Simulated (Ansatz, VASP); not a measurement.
## Pt in VASP and in Ansatz

```xyz
1
Lattice="0.0000 1.9588 1.9588 1.9588 0.0000 1.9588 1.9588 1.9588 0.0000" Properties=species:S:1:pos:R:3 pbc="T T T"
Pt    0.0000    0.0000    0.0000
```

Alike in both runs: functional PBEsol; k mesh 24 × 24 × 24; no spin polarisation.

Ansatz relaxed the structure, and its values are those at the end. VASP's run is a single point on that final structure, the one shown.

```csv
,VASP,Ansatz
version,VASP 6.6.1,Ansatz 0.2.0
potentials or method,"VASP PAW PBE potentials, release 64 (Pt)","plane-wave PAW, scalar-relativistic"
plane-wave cutoff (eV),520,420
occupations,"methfessel-paxton of order 1, width 0.1 eV","cold, width 0.1 eV"
valence electrons in the cell,10,18
```

Ansatz gave:

```
pressure (GPa) : 0.0
```

**Question.** Estimate VASP's values.

**Answer.** Pressure (GPa): -0.4.

VASP's potentials were made for PBE, not for PBEsol, and Ansatz warns of the same on its side. VASP's potentials hold 10 valence electrons a cell and Ansatz's 18, so a difference there can come from the potentials and not from the codes.

Spin-orbit coupling is off throughout.
